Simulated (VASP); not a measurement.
The system is SiC (Moissanite 3C).

```
Si C
1.0
     0.00000    2.17900    2.17900
     2.17900    0.00000    2.17900
     2.17900    2.17900    0.00000
Si C
1 1
Cartesian
  0.0000 0.0000 0.0000
  1.0895 1.0895 1.0895
```

Base run:

| Quantity | Value |
| --- | --- |
| Program | VASP 6.6.1 |
| Functional | LDA |
| Potentials or basis | VASP PAW LDA potentials, release 64 (Si, C) |
| Cutoff | 600 eV |
| k mesh | 6 × 6 × 6 |
| Occupations | gaussian, width 0.01 eV |
| Spin | no spin polarisation |

Its results: band gap on the k mesh 1.30 eV, indirect (least direct gap 4.49 eV); pressure -4.1 GPa.

Question: The run is repeated on the same cell with these changes: k mesh from 6 × 6 × 6 to 5 × 5 × 5. What comes out?

Answer: Band gap on the k mesh 1.75 eV, indirect (least direct gap 4.74 eV); pressure -4.1 GPa.

Caveats: some runs use coarse meshes.

A k mesh can miss the band edges.
